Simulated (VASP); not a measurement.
# HfMg3 (I4/mmm) in VASP: single point with PBE

Aim: the single point of HfMg3 with PBE.

Everything below comes from runs of VASP 6.6.1. Logs are shortened: lines on timing, memory, paths and dates and some standing lists are left out, and cuts for length are marked.

### 1 The cell of the first run

Symmetry: I4/mmm, No. 139, tetragonal system. The conventional cell has a = 4.453 Å, b = 4.453 Å, c = 8.969 Å, α = 90.00°, β = 90.00°, γ = 90.00°. Mg (site symmetry 4/mmm) has 4 Hf at 3.15 Å and 8 Mg at 3.16 Å within 4.1 Å. Within 4.1 Å of Mg (site symmetry -4m2) lie 8 Mg at 3.15 to 3.16 Å and 4 Hf at 3.16 Å. Within 4.1 Å of Hf (site symmetry 4/mmm) lie 12 Mg at 3.15 to 3.16 Å.

### 2 Single point, PBE

INCAR reads:

```
SYSTEM = HfMg3
PREC = Accurate ; ENCUT = 520
EDIFF = 1E-6 ; ISMEAR = 0
SIGMA = 0.05 ; LREAL = .False.
LASPH = .True. ; NELM = 100
ALGO = Normal ; ISIF = 2
LWAVE = .False. ; LCHARG = .False.
GGA = PE ; NBANDS = 16
```

KPOINTS reads:

```
regular mesh
0
Gamma
  7 7 7
  0 0 0
```

POSCAR reads:

```
HfMg3
1.0
   -2.2263530000      2.2263530000      4.4846200000
    2.2263530000     -2.2263530000      4.4846200000
    2.2263530000      2.2263530000     -4.4846200000
Mg Hf
3 1
Direct
    0.5000000000      0.5000000000      0.0000000000
    0.2500000000      0.7500000000      0.5000000000
    0.7500000000      0.2500000000      0.5000000000
    0.0000000000      0.0000000000      0.0000000000
```

Potentials or basis: VASP PAW PBE potentials, release 64 (Mg, Hf_pv).

Launch:

```bash
cat potpaw_PBE.64/Mg/POTCAR potpaw_PBE.64/Hf_pv/POTCAR > POTCAR
mpirun -np 1 vasp_std > vasp.out
```

OUTCAR:

```text
SYSTEM = HfMg3
   PREC = Accurate
   ENCUT = 520
   EDIFF = 1E-6
   ISMEAR = 0
   LREAL = .False.
   LASPH = .True.
   NELM = 100
   ISIF = 2
   GGA = PE

 ion  position               nearest neighbor table
   1  0.500  0.500  0.000-   4 3.15   4 3.15   4 3.15   4 3.15   3 3.16   2 3.16   3 3.16   2 3.16
                             2 3.16   2 3.16   3 3.16   3 3.16
   2  0.250  0.750  0.500-   3 3.15   3 3.15   3 3.15   3 3.15   4 3.16   1 3.16   4 3.16   1 3.16
                             4 3.16   4 3.16   1 3.16   1 3.16
   3  0.750  0.250  0.500-   2 3.15   2 3.15   2 3.15   2 3.15   4 3.16   1 3.16   4 3.16   1 3.16
                             1 3.16   1 3.16   4 3.16   4 3.16
   4  0.000  0.000  0.000-   1 3.15   1 3.15   1 3.15   1 3.15   3 3.16   2 3.16   3 3.16   2 3.16
                             3 3.16   3 3.16   2 3.16   2 3.16

  LATTYP: Found a body centered tetragonal cell.
 ALAT       =     4.4527060000
 C/A-ratio  =     2.0143346540

  Lattice vectors:

 A1 = (  -2.2263530000,   2.2263530000,   4.4846200000)
 A2 = (   2.2263530000,  -2.2263530000,   4.4846200000)
 A3 = (   2.2263530000,   2.2263530000,  -4.4846200000)

Analysis of symmetry for initial positions (statically):
=====================================================================
 Subroutine PRICEL returns:
 Original cell was already a primitive cell.

 Routine SETGRP: Setting up the symmetry group for a
 body centered tetragonal supercell.

 Subroutine GETGRP returns: Found 16 space group operations
 (whereof 16 operations were pure point group operations)
 out of a pool of 16 trial point group operations.

The static configuration has the point symmetry D_4h.

Analysis of symmetry for dynamics (positions and initial velocities):
=====================================================================
 Subroutine PRICEL returns:
 Original cell was already a primitive cell.

 Routine SETGRP: Setting up the symmetry group for a
 body centered tetragonal supercell.

 Subroutine GETGRP returns: Found 16 space group operations
 (whereof 16 operations were pure point group operations)
 out of a pool of 16 trial point group operations.

The dynamic configuration has the point symmetry D_4h.

 Subroutine INISYM returns: Found 16 space group operations
 (whereof 16 operations are pure point group operations),
 and found     1 'primitive' translations

----------------------------------------------------------------------------------------

[... 99 lines left out ...]
   NSW    =      0    number of steps for IOM
   IBRION =     -1    ionic relax: 0-MD 1-quasi-New 2-CG
   NFREE  =      0    steps in history (QN), initial steepest desc. (CG)
   ISIF   =      2    stress and relaxation
   ISYM   =      2    0-nonsym 1-usesym 2-fastsym
   POTIM  = 0.5000    time-step for ionic-motion
   TEBEG  =    0.0;   TEEND  =   0.0 temperature during run
   PSTRESS=    0.0 pullay stress
   NELECT =      16.0000    total number of electrons
   NUPDOWN=      -1.0000    fix difference up-down
   EMIN   =  10.00;   EMAX   =-10.00  energy-range for DOS
   EFERMI =   0.00;   METHOD = LEGACY
   ISMEAR =     0;   SIGMA  =   0.05  broadening in eV -4-tet -1-fermi 0-gaus
   EFERMI_NEDOS =   21; number of points for ismear=-14 and -15
   IALGO  =     38    algorithm
   IMIX   =      4    mixing-type and parameters
     AMIX     =   0.40;   BMIX     =  1.00
     AMIX_MAG =   1.60;   BMIX_MAG =  1.00
  volume/ion in A,a.u.               =      22.23       150.01
  Fermi-wavevector in a.u.,A,eV,Ry     =   0.924252  1.746582 11.622657  0.854241
  Thomas-Fermi vector in A             =   2.049977
   LORBIT       =      0    0 simple, 1 ext, 2 COOP (PROOUT), +10 PAW based schemes
   GGA     = PE    functional components
   LHFCALC =     F    Hartree Fock is set to
   AEXX    =    0.0000 exact exchange contribution
   IVDW    =     0    specifies the selected vdW correction
   LEPSILON=     F    determine dielectric tensor
   LRPA    =     F    only Hartree local field effects (RPA)
 non-spin polarized calculation
 Gauss-broadening in eV      SIGMA  =   0.05
  energy-cutoff  :      520.00
  volume of cell :       88.91
 maximum number of plane-waves:      2437
 NGX is ok and might be reduce to    42
   NGX = 21   NGY = 21   NGZ = 21

 number of electron      15.9999999 magnetization

 Free energy of the ion-electron system (eV)
  ---------------------------------------------------
  ext. energy  EPLUGINS =         0.00000000
  ---------------------------------------------------
  free energy    TOTEN  =       -13.44838716 eV

  energy without entropy =      -13.44126747  energy(sigma->0) =      -13.44482731

 E-fermi :   3.0120     XC(G=0):  -9.3146

 val. band max:        2.9976267235   @ k =  -0.2857   0.2857   0.1429
 cond. band min:       3.0194467228   @ k =  -0.4286  -0.4286   0.4286
 fundamental gap:      0.0218199993
 Fermi energy:         3.0119734753

 k-point     1 :       0.0000    0.0000    0.0000
  band No.  band energies     occupation
      1     -28.1682      2.00000
      2     -28.0975      2.00000
      3     -28.0975      2.00000
      4      -3.8319      2.00000
      5       2.1525      2.00000
      6       2.2932      2.00000
[... 433 lines left out ...]
      3     -28.1028      2.00000
      4      -0.6749      2.00000
      5      -0.1321      2.00000
      6       0.1928      2.00000
[... 8 lines left out ...]
     15       8.5341      0.00000
     16       8.9925      0.00000

 [... further k-points ...]

------------------------ aborting loop because EDIFF is reached ----------------------------------------

  FORCE on cell =-STRESS in cart. coord.  units (eV):
  Direction    XX          YY          ZZ          XY          YZ          ZX
  --------------------------------------------------------------------------------------
  -------------------------------------------------------------------------------------
  Total        0.2425070      0.2425070     -0.7611107      0.0000000      0.0000000      0.0000000
  in kB        4.3697961      4.3697961    -13.7146502      0.0000000      0.0000000      0.0000000
  external PRESSURE =      -1.6583527 kB  Pullay stress =       0.0000000 kB

 VOLUME and BASIS-vectors are now :
 -----------------------------------------------------------------------------
  energy-cutoff  :      520.00
  volume of cell :       88.91
      direct lattice vectors                 reciprocal lattice vectors
    -2.226353000  2.226353000  4.484620000     0.000000000  0.224582535  0.111492167
     2.226353000 -2.226353000  4.484620000     0.224582535  0.000000000  0.111492167
     2.226353000  2.226353000 -4.484620000     0.224582535  0.224582535  0.000000000

 POSITION                                       TOTAL-FORCE (eV/Angst)
 -----------------------------------------------------------------------------------
      0.00000      0.00000      4.48462        -0.000000     -0.000000     -0.000000
      2.22635     -0.00000      2.24231         0.000000      0.000000      0.000000
     -0.00000      2.22635      2.24231         0.000000      0.000000     -0.000000
      0.00000      0.00000      0.00000        -0.000000     -0.000000     -0.000000
 -----------------------------------------------------------------------------------
    total drift:                               -0.000000     -0.000000      0.000000

  FREE ENERGIE OF THE ION-ELECTRON SYSTEM (eV)
  ---------------------------------------------------
  free  energy   TOTEN  =       -13.4483871557 eV

  energy  without entropy=      -13.4412674712  energy(sigma->0) =      -13.44482731
```

OSZICAR:

```text
N       E                     dE             d eps       ncg     rms          rms(c)
DAV:   1     0.220846686699E+02    0.22085E+02   -0.68489E+03  1376   0.804E+02
DAV:   2    -0.128351331723E+02   -0.34920E+02   -0.32918E+02  1712   0.151E+02
DAV:   3    -0.140947095321E+02   -0.12596E+01   -0.12367E+01  1784   0.186E+01
DAV:   4    -0.141095487582E+02   -0.14839E-01   -0.14834E-01  1504   0.254E+00
DAV:   5    -0.141097743841E+02   -0.22563E-03   -0.22561E-03  1768   0.284E-01    0.310E+01
DAV:   6    -0.135041348610E+02    0.60564E+00   -0.12712E+00  1520   0.523E+00    0.202E+01
DAV:   7    -0.134538601408E+02    0.50275E-01   -0.22684E-01  1752   0.251E+00    0.272E+00
DAV:   8    -0.134487133021E+02    0.51468E-02   -0.14260E-02  1512   0.601E-01    0.466E-01
DAV:   9    -0.134483974279E+02    0.31587E-03   -0.14950E-03  1536   0.208E-01    0.242E-01
DAV:  10    -0.134483918245E+02    0.56034E-05   -0.94989E-05  1720   0.532E-02    0.916E-02
DAV:  11    -0.134483877630E+02    0.40615E-05   -0.10682E-05  1552   0.238E-02    0.304E-02
DAV:  12    -0.134483871557E+02    0.60734E-06   -0.61195E-07   840   0.459E-03
   1 F= -.13448387E+02 E0= -.13444827E+02  d E =-.711968E-02
```

Wall time 2 min (1 thread of AMD EPYC 7R13, shared host); peak memory 0.25 GiB.

What came out:

```
Free energy            : -13.4484 eV
Pressure               : -0.2 GPa
Band gap on the k mesh : zero (bands 8 and 9 overlap by 1.48 eV)
```

Caveat: spin-orbit coupling is left out, which moves the levels of the heavy elements.
